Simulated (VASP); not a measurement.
# MgTeSe3 (R3m) in VASP: a series of runs, part 2 of 2

VASP 6.6.1. The steps go on from the part before.

**4. Single point, PBE**

This run uses another cell than the first one, of 37.81 Å³/atom, 1.067 times its volume.

Contents of INCAR:

```
  PREC = Accurate
  ENCUT = 520
  EDIFF = 1E-6
  ISMEAR = 0
  SIGMA = 0.01
  LREAL = F
  LASPH = T
  NELM = 100
  ALGO = Normal
  ISIF = 2
  LWAVE = F
  LCHARG = F
  GGA = PE
  NBANDS = 21
```

Contents of KPOINTS:

```
Automatic mesh
0
Gamma
  6 6 6
```

Contents of POSCAR:

```
MgTeSe3
1.0
    3.7867869205      2.1863024479      3.8062535289
   -3.7867869205      2.1863024479      3.8062535289
    0.0000000000     -4.3726048959      3.8062535288
Mg Te Se
1 1 3
Direct
    0.8580843298      0.8580843298      0.8580843298
    0.5124331560      0.5124331560      0.5124331560
    0.5711664998      0.5711664998      0.0651495147
    0.5711664998      0.0651495147      0.5711664998
    0.0651495147      0.5711664998      0.5711664998
```

Started as:

```sh
cat potpaw_PBE.64/Mg/POTCAR potpaw_PBE.64/Te/POTCAR potpaw_PBE.64/Se/POTCAR > POTCAR
mpirun -np 1 vasp_std > vasp.out
```

It took 2.2 min on 1 thread of Intel Xeon Platinum 8488C (Sapphire Rapids), shared host; peak memory 0.39 GiB.

It converged, with:

```
Free energy            : -15.9957 eV
Pressure               : 0.0 GPa
Largest force          : 0.026 eV/Å
Band gap on the k mesh : 0.09 eV, indirect (least direct gap 0.27 eV)
```

Forces on the atoms (eV/Å):
```
Mg   0.000  0.000 -0.021
Te   0.000  0.000  0.026
Se   0.000  0.015 -0.002
Se   0.013 -0.008 -0.002
Se  -0.013 -0.008 -0.002
```

Levels at points of the mesh, in eV from the valence-band top:
```tsv
k point	band 11	band 12	band 13	band 14	band 15	band 16
(0.00, 0.00, 0.00)	-0.91	-0.91	-0.25	1.36	1.76	3.39
(0.50, 0.00, 0.00)	-1.32	-1.21	-0.55	1.14	2.37	2.78
(0.50, 0.50, 0.00)	-1.36	-0.92	-0.27	0.54	1.21	2.51
(0.50, 0.50, 0.50)	-0.58	-0.58	-0.34	0.09	0.61	0.61
```

Caveat: spin-orbit coupling is left out, which moves the levels of the heavy elements.

**5. Relaxation of cell and atoms, PBE**

Contents of INCAR:

```
SYSTEM = MgTeSe3
PREC     = Accurate       ! precision mode
ENCUT    = 600            ! plane-wave cutoff, eV
EDIFF    = 1E-6           ! SCF threshold, eV
ISMEAR   = 0              ! smearing method
SIGMA    = 0.02           ! smearing width, eV
LREAL    = .False.        ! projectors in reciprocal space
LASPH    = .True.         ! aspherical terms in the spheres
NELM     = 60             ! most SCF steps
ALGO     = Normal         ! electronic algorithm
ISIF     = 3              ! what is computed and relaxed
LWAVE    = .False.        ! write WAVECAR
LCHARG   = .False.        ! write CHGCAR
GGA      = PE             ! functional
IBRION   = 2              ! ionic algorithm
NSW      = 100            ! ionic steps
EDIFFG   = -0.01          ! ionic threshold
```

Contents of KPOINTS:

```
Automatic mesh
0
Gamma
  6 6 6
  0 0 0
```

Contents of POSCAR:

```
MgTeSe3
1.0
    3.7798127599      2.1822759144      3.5816823381
   -3.7798127599      2.1822759144      3.5816823381
    0.0000000000     -4.3645518289      3.5816823381
Mg Te Se
1 1 3
Direct
    0.8652440427      0.8652440427      0.8652440427
    0.5168781993      0.5168781993      0.5168781993
    0.5685148113      0.5685148113      0.0588481355
    0.5685148113      0.0588481355      0.5685148113
    0.0588481355      0.5685148113      0.5685148113
```

Potentials or basis: VASP PAW PBE potentials, release 64 (Mg, Te, Se).

Started as:

```sh
cat potpaw_PBE.64/Mg/POTCAR potpaw_PBE.64/Te/POTCAR potpaw_PBE.64/Se/POTCAR > POTCAR
mpirun -np 1 vasp_std > vasp.out
```

OUTCAR:

```text
SYSTEM = MgTeSe3
   PREC = Accurate
   ENCUT = 600
   EDIFF = 1E-6
   ISMEAR = 0
   LREAL = .False.
   LASPH = .True.
   NELM = 60
   ISIF = 3
   GGA = PE
   IBRION = 2
   NSW = 100
   EDIFFG = -0.01

 ion  position               nearest neighbor table
   1  0.865  0.865  0.865-   3 2.58   4 2.58   5 2.58
   2  0.517  0.517  0.517-   4 2.56   5 2.56   3 2.56   4 3.15   5 3.15   3 3.15
   3  0.569  0.569  0.059-   2 2.56   1 2.58   2 3.15
   4  0.569  0.059  0.569-   2 2.56   1 2.58   2 3.15
   5  0.059  0.569  0.569-   2 2.56   1 2.58   2 3.15

  LATTYP: Found a trigonal (rhomboedric) cell.
 ALAT       =     5.6460394116
 COS(alpha) =     0.1036394003

  Lattice vectors:

 A1 = (   3.7798127599,   2.1822759144,   3.5816823381)
[... 383 lines left out ...]

 Free energy of the ion-electron system (eV)
  ---------------------------------------------------
  ext. energy  EPLUGINS =         0.00000000
  ---------------------------------------------------
  free energy    TOTEN  =       -15.99570168 eV

  energy without entropy =      -15.99570074  energy(sigma->0) =      -15.99570121

 E-fermi :   1.0252     XC(G=0):  -7.1718

 val. band max:        0.9788716271   @ k =   0.3333   0.3333   0.3333
 cond. band min:       1.0687703908   @ k =   0.5000   0.5000   0.5000
 fundamental gap:      0.0898987637
 Fermi energy:         1.0252419126

 k-point     1 :       0.0000    0.0000    0.0000
  band No.  band energies     occupation
      1     -13.2630      2.00000
      2     -10.9897      2.00000
      3     -10.9897      2.00000
      4      -8.6903      2.00000
      5      -4.2652      2.00000
      6      -3.9170      2.00000
[... 457 lines left out ...]
      4      -9.1966      2.00000
      5      -3.9053      2.00000
      6      -2.8631      2.00000
[... 9 lines left out ...]
     16       3.4083      0.00000
     17       4.0442      0.00000

 [... further k-points ...]
[... 5 lines left out ...]
  --------------------------------------------------------------------------------------
  -------------------------------------------------------------------------------------
  Total        0.0088373      0.0088373     -0.0121643     -0.0000000      0.0000000     -0.0000000
  in kB        0.0748461      0.0748461     -0.1030230     -0.0000000      0.0000000     -0.0000000
  external PRESSURE =       0.0155564 kB  Pullay stress =       0.0000000 kB
[... 20 lines left out ...]
  FREE ENERGIE OF THE ION-ELECTRON SYSTEM (eV)
  ---------------------------------------------------
  free  energy   TOTEN  =       -15.9957016835 eV

  energy  without entropy=      -15.9957007419  energy(sigma->0) =      -15.99570121

 reached required accuracy - stopping structural energy minimisation
```

OSZICAR:

```text
N       E                     dE             d eps       ncg     rms          rms(c)
DAV:   1     0.154240910166E+03    0.15424E+03   -0.10394E+04  1088   0.135E+03
DAV:   2    -0.197804826219E+01   -0.15622E+03   -0.15323E+03  1491   0.192E+02
DAV:   3    -0.171407051004E+02   -0.15163E+02   -0.15113E+02  1385   0.703E+01
DAV:   4    -0.173991303444E+02   -0.25843E+00   -0.25798E+00  1384   0.103E+01
[... 154 lines left out ...]
DAV:   1    -0.159959238802E+02   -0.28336E-03   -0.66822E-03  1212   0.436E-01    0.875E-02
DAV:   2    -0.159957469606E+02    0.17692E-03   -0.38273E-04  1181   0.102E-01    0.386E-02
DAV:   3    -0.159957044269E+02    0.42534E-04   -0.11632E-04  1192   0.507E-02    0.122E-02
DAV:   4    -0.159957015625E+02    0.28645E-05   -0.72238E-06  1385   0.143E-02    0.118E-02
DAV:   5    -0.159957016835E+02   -0.12099E-06   -0.17309E-06   758   0.739E-03
  19 F= -.15995702E+02 E0= -.15995701E+02  d E =-.109154E-03
```

CONTCAR:

```text
MgTeSe3
   1.00000000000000
     3.7875133507051735    2.1867218525722425    3.8068304723449184
    -3.7875133507051735    2.1867218525722425    3.8068304723449184
    -0.0000000000000001   -4.3734437052509261    3.8068304723487376
  Mg              Te              Se
     1     1     3
Direct
     0.8576346962061743    0.8576346962061743    0.8576346962061742
     0.5126982993752115    0.5126982993752115    0.5126982993752119
     0.5712596906455791    0.5712596906455791    0.0651476232274527
     0.5712596906455791    0.0651476232274534    0.5712596906455794
     0.0651476232274534    0.5712596906455791    0.5712596906455794

  0.00000000E+00  0.00000000E+00  0.00000000E+00
  0.00000000E+00  0.00000000E+00  0.00000000E+00
  0.00000000E+00  0.00000000E+00  0.00000000E+00
  0.00000000E+00  0.00000000E+00  0.00000000E+00
  0.00000000E+00  0.00000000E+00  0.00000000E+00
```

It took 17 min on 1 thread of Intel Xeon Platinum 8488C (Sapphire Rapids), shared host; peak memory 0.44 GiB.

Results:

* Free energy: -15.9957 eV
* Relaxed volume: 37.83 Å³/atom
* Relaxed cell: a = 5.798 Å, b = 5.798 Å, c = 5.798 Å, α = 81.57°, β = 81.57°, γ = 81.57°
* Space group after relaxing (to 0.05 Å): R3m (No. 160)
* Energy gained by relaxing: 7.4 meV/atom
* Ionic steps: 19
* Pressure after relaxing: 0.0 GPa
* Largest force after relaxing: 0.009 eV/Å
* Band gap on the k mesh: 0.09 eV, indirect (least direct gap 0.26 eV)

Forces on the atoms (eV/Å):
```
Mg   0.000  0.000  0.001
Te   0.000  0.000  0.000
Se   0.000 -0.009  0.000
Se  -0.008  0.005  0.000
Se   0.008  0.005  0.000
```

The path:
```tsv
step	energy change (eV)	largest force (eV/Å)	pressure (GPa)	volume (Å³)
1	0.0000	0.1960	0.45	177.26
2	-0.0101	0.2092	0.08	179.84
3	-0.0145	0.2570	-0.49	184.25
4	-0.0197	0.2461	-0.42	184.77
5	-0.0271	0.2175	-0.18	186.10
6	-0.0277	0.2066	-0.08	186.59
7	-0.0308	0.1565	-0.02	186.45
8	-0.0343	0.0636	0.12	186.13
9	-0.0343	0.0583	0.13	186.10
10	-0.0348	0.0396	0.01	186.73
11	-0.0348	0.0465	-0.02	186.89
12	-0.0351	0.0445	-0.02	187.09
13	-0.0359	0.0548	-0.02	187.71
14	-0.0359	0.0749	-0.01	188.94
15	-0.0361	0.0654	-0.01	188.36
16	-0.0365	0.0353	0.03	188.53
17	-0.0367	0.0282	0.07	188.74
18	-0.0368	0.0217	-0.05	189.50
19	-0.0368	0.0092	0.00	189.17
```

Final structure:
```
Mg Te Se
1.0
     3.78751    2.18672    3.80683
    -3.78751    2.18672    3.80683
     0.00000   -4.37344    3.80683
Mg Te Se
1 1 3
Direct
  0.85763 0.85763 0.85763
  0.51270 0.51270 0.51270
  0.57126 0.57126 0.06515
  0.57126 0.06515 0.57126
  0.06515 0.57126 0.57126
```

Levels at points of the mesh, in eV from the valence-band top:
| k point | band 11 | band 12 | band 13 | band 14 | band 15 | band 16 |
| --- | --- | --- | --- | --- | --- | --- |
| (0.00, 0.00, 0.00) | -0.91 | -0.91 | -0.25 | 1.37 | 1.76 | 3.38 |
| (0.50, 0.00, 0.00) | -1.32 | -1.21 | -0.55 | 1.13 | 2.38 | 2.78 |
| (0.50, 0.50, 0.00) | -1.36 | -0.93 | -0.27 | 0.53 | 1.20 | 2.52 |
| (0.50, 0.50, 0.50) | -0.58 | -0.58 | -0.35 | 0.09 | 0.60 | 0.60 |

Caveat: spin-orbit coupling is left out, which moves the levels of the heavy elements.

**6. Relaxation of cell and atoms, PBE**

This run uses another cell than the first one, of 37.81 Å³/atom, 1.067 times its volume.

Contents of INCAR:

```
  PREC = Accurate
  ENCUT = 600
  EDIFF = 1E-6
  ISMEAR = 0
  SIGMA = 0.01
  LREAL = False
  LASPH = True
  NELM = 100
  ALGO = Normal
  ISIF = 3
  LWAVE = False
  LCHARG = False
  GGA = PE
  IBRION = 2
  NSW = 100
  EDIFFG = -0.01
```

Contents of KPOINTS:

```
Automatic mesh
0
Gamma
  6 6 6
```

Contents of POSCAR:

```
MgTeSe3
1.0
    3.7867869205      2.1863024479      3.8062535289
   -3.7867869205      2.1863024479      3.8062535289
    0.0000000000     -4.3726048959      3.8062535288
Mg Te Se
1 1 3
Direct
    0.8580843298      0.8580843298      0.8580843298
    0.5124331560      0.5124331560      0.5124331560
    0.5711664998      0.5711664998      0.0651495147
    0.5711664998      0.0651495147      0.5711664998
    0.0651495147      0.5711664998      0.5711664998
```

Potentials or basis: VASP PAW PBE potentials, release 64 (Mg, Te, Se).

Started as:

```sh
cat potpaw_PBE.64/Mg/POTCAR potpaw_PBE.64/Te/POTCAR potpaw_PBE.64/Se/POTCAR > POTCAR
mpirun -np 1 vasp_std > vasp.out
```

Wall time 3.7 min (1 thread of Intel Xeon Platinum 8488C (Sapphire Rapids), shared host); peak memory 0.43 GiB.

It converged, with:

| Quantity | Value |
| --- | --- |
| Free energy | -15.9959 eV |
| Relaxed volume | 37.81 Å³/atom |
| Relaxed cell | a = 5.796 Å, b = 5.796 Å, c = 5.796 Å, α = 81.60°, β = 81.60°, γ = 81.60° |
| Space group after relaxing (to 0.05 Å) | R3m (No. 160) |
| Energy gained by relaxing | 0.0 meV/atom |
| Ionic steps | 4 |
| Pressure after relaxing | 0.0 GPa |
| Largest force after relaxing | 0.006 eV/Å |
| Band gap on the k mesh | 0.09 eV, indirect (least direct gap 0.26 eV) |

Forces in eV/Å, atoms in the order of the input:
```
Mg   0.000  0.000 -0.004
Te   0.000  0.000  0.006
Se   0.000 -0.006 -0.001
Se  -0.005  0.003 -0.001
Se   0.005  0.003 -0.001
```

Final structure:
```
CELL_PARAMETERS angstrom
3.78732 2.18661 3.80424
-3.78732 2.18661 3.80424
0.00000 -4.37322 3.80424
ATOMIC_POSITIONS crystal
Mg 0.85788 0.85788 0.85788
Te 0.51262 0.51262 0.51262
Se 0.57125 0.57125 0.06501
Se 0.57125 0.06501 0.57125
Se 0.06501 0.57125 0.57125
```

Levels at points of the mesh, in eV from the valence-band top:
| k point | band 11 | band 12 | band 13 | band 14 | band 15 | band 16 |
| --- | --- | --- | --- | --- | --- | --- |
| (0.00, 0.00, 0.00) | -0.91 | -0.91 | -0.25 | 1.37 | 1.76 | 3.38 |
| (0.50, 0.00, 0.00) | -1.32 | -1.21 | -0.55 | 1.13 | 2.37 | 2.78 |
| (0.50, 0.50, 0.00) | -1.36 | -0.92 | -0.27 | 0.53 | 1.20 | 2.52 |
| (0.50, 0.50, 0.50) | -0.58 | -0.58 | -0.35 | 0.09 | 0.60 | 0.60 |

Caveat: spin-orbit coupling is left out, which moves the levels of the heavy elements. A k mesh can miss the band edges.

**7. Summary**

```csv
task,cell,k mesh,cutoff (eV),smearing,gap on the mesh (eV),pressure (GPa),relaxed volume (Å³/atom),largest force (eV/Å)
single point,"a = 5.646 Å, angles 84.1°, 5 atoms",3 × 3 × 3,520,gaussian 0.1 eV,0.96,0.0,-,0.04
single point,"a = 5.797 Å, angles 81.6°, 5 atoms",6 × 6 × 6,520,gaussian 0.02 eV,0.09,0.0,-,0.03
single point,"a = 5.797 Å, angles 81.6°, 5 atoms",6 × 6 × 6,520,gaussian 0.01 eV,0.09,0.0,-,0.03
relaxation of cell and atoms,"relaxed from a = 5.646 Å, angles 84.1°, 5 atoms",6 × 6 × 6,600,gaussian 0.02 eV,0.09,0.0,37.83,0.01
relaxation of cell and atoms,"relaxed from a = 5.797 Å, angles 81.6°, 5 atoms",6 × 6 × 6,600,gaussian 0.01 eV,0.09,0.0,37.81,0.01
```

Alike in all rows: level PBE; potentials or basis VASP PAW PBE potentials, release 64 (Mg, Te, Se); no spin polarisation.

Caveats: spin-orbit coupling is left out, which moves the levels of the heavy elements.

Absolute energies hang on the potentials; compare differences alone.
